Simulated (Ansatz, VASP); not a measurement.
**Two plane-wave programs on Zr2Br3Cl**

```
CELL_PARAMETERS angstrom
2.98552 -5.50173 0.00000
2.98552 5.50173 0.00000
0.00000 0.00000 4.67952
ATOMIC_POSITIONS crystal
Zr 0.50000 0.00000 0.50000
Zr 0.00000 0.50000 0.50000
Br 0.69368 0.30632 0.00000
Br 0.30632 0.69368 0.00000
Br 0.50000 0.50000 0.50000
Cl 0.00000 0.00000 0.00000
```

Change from the starting cell: species swapped into the LaAl2Ag3 type (Cmmm, No. 65).

Alike in both runs: functional PBE; k mesh 8 × 8 × 8; occupations gaussian, width 0.1 eV; no spin polarisation.

Ansatz relaxed the structure, and its values are those at the end. VASP's run is a single point on that final structure, the one shown.

|  | VASP | Ansatz |
| --- | --- | --- |
| version | VASP 6.6.1 | Ansatz 0.2.0 |
| potentials or method | VASP PAW PBE potentials, release 64 (Zr_sv, Br, Cl), cutoff 520 eV | scalar-relativistic, plane waves, PAW |
| valence electrons in the cell | 52 | 52 |

```csv
,VASP,Ansatz,Ansatz less VASP
gap on the k mesh at the Fermi level (eV),none,none,-
pressure (GPa),0.0,0.0,-0.01
```

A gap of «none» marks a metal or a gap that the smearing closes. The functional is the same, so the differences come from potentials, cutoffs and numerics.
